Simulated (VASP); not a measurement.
## SnSe2: single point with PBEsol

The system is SnSe2.

```
Sn Se
1.0
     3.81745    0.00000    0.00000
    -1.90872    3.30601    0.00000
     0.00000    0.00000    5.90849
Sn Se
1 2
Direct
  0.00000 0.00000 0.00000
  0.66667 0.33333 0.73217
  0.33333 0.66667 0.26783
```

This cell differs from its parent crystal: strain along c alone, the other axes held: -4.0 %, then relaxed in part.

```json
{
  "Program": "VASP 6.6.1",
  "Task": "single point",
  "Functional": "PBEsol",
  "Potentials or basis": "VASP PAW PBE potentials, release 64 (Sn_d, Se)",
  "Cutoff": "520 eV",
  "k mesh": "12 × 12 × 6",
  "Occupations": "gaussian, width 0.02 eV",
  "Spin": "no spin polarisation",
  "Dipole correction": "no",
  "Further INCAR settings": "ALGO = Normal; EDIFF = 1e-07; NBANDS = 20"
}
```

```yaml
Pressure: 0.9 GPa
Largest_force: 0.018 eV/Å
Band_gap_on_the_k_mesh: 0.21 eV, indirect (least direct gap 0.72 eV)
```

Forces in eV/Å, atoms in the order of the input:
```
Sn   0.000  0.000  0.000
Se   0.000  0.000 -0.018
Se   0.000  0.000  0.018
```

Stress tensor (GPa, compression positive):
```
0.80 0.00 0.00
0.00 0.80 0.00
0.00 0.00 1.17
```

Levels at points of the mesh, in eV from the valence-band top:
```csv
k point,band 9,band 10,band 11,band 12,band 13,band 14,band 15,band 16,band 17,band 18
"(0.00, 0.00, 0.00)",-0.84,-0.84,-0.70,-0.70,-0.13,0.59,2.72,4.38,4.38,7.97
"(0.50, 0.00, 0.00)",-4.57,-3.50,-2.89,-1.92,-0.46,1.04,3.31,4.72,4.73,6.88
"(0.00, 0.00, 0.50)",-2.68,-1.03,-1.03,-0.39,-0.39,2.38,2.58,3.93,3.93,7.10
"(0.50, 0.00, 0.50)",-5.33,-2.55,-2.17,-1.28,-1.17,0.54,3.70,4.36,5.55,5.95
```

Run time: 2.4 min on 1 thread of Intel Xeon 8259CL, with other jobs on the host, peak memory 0.29 GiB.

Caveat: the cell differs from its parent crystal (strain along c alone, the other axes held: -4.0 %, then relaxed in part); the PAW data sets were made with another functional, which shifts forces and pressure a little; spin-orbit coupling is left out, which moves the levels of the heavy elements. A k mesh can miss the band edges.
